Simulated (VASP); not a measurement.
# TiO2 (I4_1/amd) in VASP: single point with PBE

Aim: the single point of TiO2 with PBE.

All numbers are computed with VASP 6.6.1; they aren't measurements. Logs are shortened: lines on timing, memory, paths and dates and some standing lists are left out, and cuts for length are marked.

## 1. The cell of the first run

Symmetry: I4_1/amd, No. 141, tetragonal system. The conventional cell has a = 3.785 Å, b = 3.785 Å, c = 9.514 Å, α = 90.00°, β = 90.00°, γ = 90.00°. Within 2.6 Å of Ti (site symmetry -4m2) lie 6 O at 1.94 to 1.97 Å. O (site symmetry 2mm) has 3 Ti at 1.94 to 1.97 Å and 2 O at 2.45 Å within 2.6 Å.

## 2. Single point, PBE, collinear spin

INCAR reads:

```
PREC = Accurate
ENCUT = 520
EDIFF = 1E-6
ISMEAR = -1
SIGMA = 0.1
LREAL = F
LASPH = T
NELM = 150
ALGO = Normal
ISIF = 2
LWAVE = F
LCHARG = T
ISPIN = 2
MAGMOM = 0.1 0.1 0 0 0 0
LORBIT = 11
LMAXMIX = 4
GGA = PE
LELF = T
LVHAR = T
NBANDS = 37
ISYM = 0
```

KPOINTS reads:

```
Automatic mesh
0
Gamma
  5 5 7
```

POSCAR reads:

```
TiO2
1.0
   -1.8925000000      1.8925000000      4.7570000000
    1.8925000000     -1.8925000000      4.7570000000
    1.8925000000      1.8925000000     -4.7570000000
Ti O
2 4
Direct
    0.0000000000      0.0000000000      0.0000000000
    0.7500000000      0.2500000000      0.5000000000
    0.2066000000      0.2066000000      0.0000000000
    0.9566000000      0.4566000000      0.5000000000
    0.5434000000      0.0434000000      0.5000000000
    0.7934000000      0.7934000000      0.0000000000
```

Potentials or basis: VASP PAW PBE potentials, release 64 (Ti_sv, O).

Run with:

```sh
cat potpaw_PBE.64/Ti_sv/POTCAR potpaw_PBE.64/O/POTCAR > POTCAR
mpirun -np 1 vasp_std > vasp.out
```

OUTCAR:

```text
PREC = Accurate
   ENCUT = 520
   EDIFF = 1E-6
   ISMEAR = -1
   LREAL = F
   LASPH = T
   NELM = 150
   ISIF = 2
   ISPIN = 2
   LORBIT = 11
   GGA = PE
   ISYM = 0

 ion  position               nearest neighbor table
   1  0.000  0.000  0.000-   5 1.94   4 1.94   5 1.94   4 1.94   3 1.97   6 1.97
   2  0.750  0.250  0.500-   6 1.94   3 1.94   6 1.94   3 1.94   4 1.97   5 1.97
   3  0.207  0.207  0.000-   2 1.94   2 1.94   1 1.97
   4  0.957  0.457  0.500-   1 1.94   1 1.94   2 1.97
   5  0.543  0.043  0.500-   1 1.94   1 1.94   2 1.97
   6  0.793  0.793  0.000-   2 1.94   2 1.94   1 1.97

IMPORTANT INFORMATION: All symmetrisations will be switched off!
NOSYMM: (Re-)initialisation of all symmetry stuff for point group C_1.

----------------------------------------------------------------------------------------

                                     Primitive cell

  volume of cell :      68.1499

  direct lattice vectors                    reciprocal lattice vectors
    -1.892500000  1.892500000  4.757000000     0.000000000  0.264200793  0.105108262
     1.892500000 -1.892500000  4.757000000     0.264200793  0.000000000  0.105108262
     1.892500000  1.892500000 -4.757000000     0.264200793  0.264200793  0.000000000

  length of vectors
     5.458219627  5.458219627  5.458219627     0.284341002  0.284341002  0.373636344

  position of ions in fractional coordinates (direct lattice)
     0.000000000  0.000000000  0.000000000
     0.750000000  0.250000000  0.500000000
     0.206600000  0.206600000  0.000000000
     0.956600000  0.456600000  0.500000000
     0.543400000  0.043400000  0.500000000
     0.793400000  0.793400000  0.000000000

  ion indices of the primitive-cell ions
   primitive index   ion index
                 1           1
                 2           2
                 3           3
                 4           4
                 5           5
                 6           6

----------------------------------------------------------------------------------------

 KPOINTS: Automatic mesh

Automatic generation of k-mesh.
 Grid dimensions read from file:
 generate k-points for:    5    5    7

 Generating k-lattice:

  Cartesian coordinates                     Fractional coordinates (reciprocal lattice)
     0.000000000  0.052840159  0.021021652     0.200000000  0.000000000 -0.000000000
     0.052840159  0.000000000  0.021021652     0.000000000  0.200000000 -0.000000000
     0.037742970  0.037742970  0.000000000     0.000000000  0.000000000  0.142857143

  Length of vectors
     0.056868200  0.056868200  0.053376621

  Shift w.r.t. Gamma in fractional coordinates (k-lattice)
     0.000000000  0.000000000  0.000000000

 -----------------------------------------------------------------------------
|                                                                             |
|           W    W    AA    RRRRR   N    N  II  N    N   GGGG   !!!           |
|           W    W   A  A   R    R  NN   N  II  NN   N  G    G  !!!           |
|           W    W  A    A  R    R  N N  N  II  N N  N  G       !!!           |
|           W WW W  AAAAAA  RRRRR   N  N N  II  N  N N  G  GGG   !            |
|           WW  WW  A    A  R   R   N   NN  II  N   NN  G    G                |
|           W    W  A    A  R    R  N    N  II  N    N   GGGG   !!!           |
|                                                                             |
|     Your reciprocal lattice and k-lattice belong to different lattice       |
|     classes:                                                                |
|                                                                             |
|        The reciprocal lattice is body-centered tetragonal,                  |
|        whereas your k-lattice is base-centered monoclinic.                  |
|                                                                             |
|     Results are often still useful ...                                      |
|                                                                             |
 -----------------------------------------------------------------------------

 WARNING: IBZKPT: internal override: KBLOWUP is changed to .FALSE.
      ... skipping the blow-up phase ...

 Subroutine IBZKPT returns following result:
 ===========================================

 Found     88 irreducible k-points:

 Following reciprocal coordinates:
            Coordinates               Weight
  0.000000  0.000000  0.000000      1.000000
  0.200000  0.000000  0.000000      2.000000
  0.400000 -0.000000  0.000000      2.000000
  0.000000  0.200000  0.000000      2.000000
  0.200000  0.200000  0.000000      2.000000
  0.400000  0.200000  0.000000      2.000000
[... 16 lines left out ...]
 -0.200000  0.200000  0.142857      2.000000
 -0.000000  0.400000  0.142857      2.000000
 [... further k-points ...]
   k-points           NKPTS =     88   k-points in BZ     NKDIM =     88   number of bands    NBANDS=     37
   number of dos      NEDOS =    301   number of ions     NIONS =      6
   total plane-waves  NPLWV =  74088
   dimension x,y,z NGX =    42 NGY =   42 NGZ =   42
   dimension x,y,z NGXF=    84 NGYF=   84 NGZF=   84
   ions per type =               2   4
   NGX,Y,Z   is equivalent  to a cutoff of  12.79, 12.79, 12.79 a.u.
   NGXF,Y,Z  is equivalent  to a cutoff of  25.58, 25.58, 25.58 a.u.
 SYSTEM =  unknown system
   PREC   = accura    normal or accurate (medium, high low for compatibility)
   ISTART =      0    job   : 0-new  1-cont  2-samecut
   ICHARG =      2    charge: 1-file 2-atom 10-const
   ISPIN  =      2    spin polarized calculation?
   LNONCOLLINEAR =      F non collinear calculations
   LSORBIT =      F    spin-orbit coupling
   LASPH  =      T    aspherical Exc in radial PAW
   ENCUT  =  520.0 eV  38.22 Ry    6.18 a.u.  10.15 10.15 10.15*2*pi/ulx,y,z
   NELM   =    150;   NELMIN=  2; NELMDL= -5     # of ELM steps
   EDIFF  = 0.1E-05   stopping-criterion for ELM
   LREAL  =      F    real-space projection
   EDIFFG = 0.1E-04   stopping-criterion for IOM
   NSW    =      0    number of steps for IOM
   IBRION =     -1    ionic relax: 0-MD 1-quasi-New 2-CG
   NFREE  =      0    steps in history (QN), initial steepest desc. (CG)
   ISIF   =      2    stress and relaxation
   ISYM   =      0    0-nonsym 1-usesym 2-fastsym
   POTIM  = 0.5000    time-step for ionic-motion
   TEBEG  =    0.0;   TEEND  =   0.0 temperature during run
   PSTRESS=    0.0 pullay stress
   NELECT =      48.0000    total number of electrons
   NUPDOWN=      -1.0000    fix difference up-down
   EMIN   =  10.00;   EMAX   =-10.00  energy-range for DOS
   EFERMI =   0.00;   METHOD = LEGACY
   ISMEAR =    -1;   SIGMA  =   0.10  broadening in eV -4-tet -1-fermi 0-gaus
   EFERMI_NEDOS =   21; number of points for ismear=-14 and -15
   IALGO  =     38    algorithm
   IMIX   =      4    mixing-type and parameters
     AMIX     =   0.40;   BMIX     =  1.00
     AMIX_MAG =   1.60;   BMIX_MAG =  1.00
  volume/ion in A,a.u.               =      11.36        76.65
  Fermi-wavevector in a.u.,A,eV,Ry     =   1.456578  2.752532 28.866366  2.121618
  Thomas-Fermi vector in A             =   2.573479
   LORBIT       =     11    0 simple, 1 ext, 2 COOP (PROOUT), +10 PAW based schemes
   GGA     = PE    functional components
   LHFCALC =     F    Hartree Fock is set to
   AEXX    =    0.0000 exact exchange contribution
   IVDW    =     0    specifies the selected vdW correction
   LEPSILON=     F    determine dielectric tensor
   LRPA    =     F    only Hartree local field effects (RPA)
 spin polarized calculation
  energy-cutoff  :      520.00
  volume of cell :       68.15
 maximum number of plane-waves:      1850
 NGX is ok and might be reduce to    42
   NGX = 21   NGY = 21   NGZ = 21

 number of electron      47.9999998 magnetization       0.0000125

 number of electron      47.9999998 magnetization      -0.0000000

 Free energy of the ion-electron system (eV)
  ---------------------------------------------------
  ext. energy  EPLUGINS =         0.00000000
  ---------------------------------------------------
  free energy    TOTEN  =       -53.81281516 eV

  energy without entropy =      -53.81281190  energy(sigma->0) =      -53.81281353

 E-fermi :   4.5555     XC(G=0): -10.7268

 val. band max:        3.3674473064   @ k =   0.0000   0.0000   0.4286
 cond. band min:       5.5132427192   @ k =   0.0000   0.0000   0.0000
 fundamental gap:      2.1457954128
 Fermi energy:         4.5555215939

 spin component 1

 k-point     1 :       0.0000    0.0000    0.0000
  band No.  band energies     occupation
      1     -52.9799      1.00000
      2     -52.9187      1.00000
      3     -29.4574      1.00000
      4     -29.2063      1.00000
      5     -29.2063      1.00000
      6     -29.1334      1.00000
[... 925 lines left out ...]
     35      14.1802      0.00000
     36      14.8284      0.00000

 [... further k-points ...]

 spin component 2

 k-point     1 :       0.0000    0.0000    0.0000
  band No.  band energies     occupation
      1     -52.9799      1.00000
      2     -52.9187      1.00000
      3     -29.4574      1.00000
      4     -29.2063      1.00000
      5     -29.2063      1.00000
      6     -29.1334      1.00000
[... 925 lines left out ...]
     35      14.1802      0.00000
     36      14.8284      0.00000

 [... further k-points ...]

 [bands above 36 left out]

------------------------ aborting loop because EDIFF is reached ----------------------------------------

  FORCE on cell =-STRESS in cart. coord.  units (eV):
  Direction    XX          YY          ZZ          XY          YZ          ZX
  --------------------------------------------------------------------------------------
  -------------------------------------------------------------------------------------
  Total        2.2276442      2.2276430      4.0146387     -0.0001094     -0.0000108     -0.0000153
  in kB       52.3710752     52.3710479     94.3826421     -0.0025711     -0.0002536     -0.0003591
  external PRESSURE =      66.3749218 kB  Pullay stress =       0.0000000 kB

 VOLUME and BASIS-vectors are now :
 -----------------------------------------------------------------------------
  energy-cutoff  :      520.00
  volume of cell :       68.15
      direct lattice vectors                 reciprocal lattice vectors
    -1.892500000  1.892500000  4.757000000     0.000000000  0.264200793  0.105108262
     1.892500000 -1.892500000  4.757000000     0.264200793  0.000000000  0.105108262
     1.892500000  1.892500000 -4.757000000     0.264200793  0.264200793  0.000000000

 POSITION                                       TOTAL-FORCE (eV/Angst)
 -----------------------------------------------------------------------------------
      0.00000      0.00000      0.00000         0.000052     -0.000053      0.000004
      0.00000      1.89250      2.37850        -0.000054      0.000058     -0.000007
      0.00000      0.00000      1.96559         0.000026     -0.000027      0.360873
      0.00000      1.89250      4.34409        -0.000025      0.000024      0.360883
      0.00000      1.89250      0.41291        -0.000025      0.000024     -0.360881
      0.00000      0.00000      7.54841         0.000026     -0.000026     -0.360871
 -----------------------------------------------------------------------------------
    total drift:                               -0.000003      0.000007     -0.000010

  FREE ENERGIE OF THE ION-ELECTRON SYSTEM (eV)
  ---------------------------------------------------
  free  energy   TOTEN  =       -53.8128151623 eV

  energy  without entropy=      -53.8128119012  energy(sigma->0) =      -53.81281353

 total charge

# of ion       s       p       d       tot
------------------------------------------
    1        2.227   6.303   1.756  10.286
    2        2.227   6.303   1.756  10.286
    3        1.573   3.510   0.000   5.082
    4        1.573   3.510   0.000   5.082
    5        1.573   3.510   0.000   5.082
    6        1.573   3.510   0.000   5.082
--------------------------------------------------
tot         10.744  26.645   3.513  40.902

 magnetization (x)

# of ion       s       p       d       tot
------------------------------------------
    1       -0.000  -0.000  -0.000  -0.000
    2       -0.000  -0.000  -0.000  -0.000
    3        0.000   0.000   0.000   0.000
    4        0.000   0.000   0.000   0.000
    5        0.000   0.000   0.000   0.000
    6        0.000   0.000   0.000   0.000
--------------------------------------------------
tot          0.000  -0.000  -0.000  -0.000
```

Run time: 9.5 min. Hardware: 1 thread of Intel Xeon 6975P-C (Granite Rapids), shared host; peak memory 0.5 GiB.

What came out:

| Property | Result |
| --- | --- |
| Free energy | -53.8128 eV |
| Pressure | 6.6 GPa |
| Largest force | 0.361 eV/Å |
| Band gap on the k mesh | 2.15 eV (least direct gap 2.54 eV) |
| Net moment | 0.00 μB per cell |
| Valence electrons inside the program's atomic spheres | Ti 10.29; O 5.08 |

Forces in eV/Å, atoms in the order of the input:
```
Ti   0.000  0.000  0.000
Ti   0.000  0.000  0.000
O    0.000  0.000  0.361
O    0.000  0.000  0.361
O    0.000  0.000 -0.361
O    0.000  0.000 -0.361
```

Stress tensor (GPa, compression positive):
```
5.24 0.00 0.00
0.00 5.24 0.00
0.00 0.00 9.44
```

Caveat: the cell stands under pressure; an odd mesh through Γ misses points on the zone boundary, where band edges can lie.
